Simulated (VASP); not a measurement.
Write the native input for VASP 6.6.1 that does the following.

```yaml
Task: relaxation of cell and atoms
Functional: PBE
Potentials_or_basis: VASP PAW PBE potentials, release 64 (B, Bi_d, Te)
Cutoff: 600 eV
k_mesh: 6 × 6 × 2
Occupations: gaussian, width 0.1 eV
Spin: no spin polarisation
Dipole_correction: no
Further_INCAR_settings: ALGO = Normal; EDIFF = 1e-06; IBRION = 2; EDIFFG = -0.04; NSW = 90; ISIF = 3
```

The structure of BiBTe3 lies in POSCAR:

```
BiBTe3
1.0
    3.4446632071      0.0000000000      0.0000000000
    0.0000000000      3.4446632071      0.0000000000
    0.0000000000      0.0000000000     12.5692317909
B Bi Te
1 1 3
Direct
    0.5000000000      0.5000000000      0.5000000000
    0.0000000000      0.0000000000      0.5000000000
    0.0000000000      0.0000000000      0.7566892889
    0.0000000000      0.0000000000      0.2433107111
    0.0000000000      0.0000000000      0.0000000000
```

The input as run:

INCAR

```
PREC = Accurate
ENCUT = 600
EDIFF = 1E-6
ISMEAR = 0
SIGMA = 0.1
LREAL = False
LASPH = True
NELM = 60
ALGO = Normal
ISIF = 3
LWAVE = False
LCHARG = False
GGA = PE
IBRION = 2
NSW = 90
EDIFFG = -0.04
```

KPOINTS

```
Automatic mesh
0
Gamma
  6 6 2
```

Potentials or basis: VASP PAW PBE potentials, release 64 (B, Bi_d, Te).

The run is started by

```sh
$ cat potpaw_PBE.64/B/POTCAR potpaw_PBE.64/Bi_d/POTCAR potpaw_PBE.64/Te/POTCAR > POTCAR
$ mpirun -np 1 vasp_std > vasp.out
```

It gave:

```yaml
Relaxed_volume: 30.32 Å³/atom
Relaxed_cell: a = 3.469 Å, b = 3.469 Å, c = 12.598 Å, α = 90.00°, β = 90.00°, γ = 90.00°
Space_group_after_relaxing_to_0.05_Å: P4/mmm (No. 123)
Energy_gained_by_relaxing: 12.1 meV/atom
Ionic_steps: 9
Pressure_after_relaxing: 0.0 GPa
Largest_force_after_relaxing: 0.009 eV/Å
Band_gap_on_the_k_mesh: zero (band 18 reaches 6.96 eV, above the bottom of band 19 at 3.22 eV)
```

Caveat: spin-orbit coupling is left out, which moves the levels of the heavy elements.

It took 3.9 min on 1 thread of Intel(R) Xeon(R) 6975P-C (Granite Rapids) (shared host), peak memory 0.33 GiB.
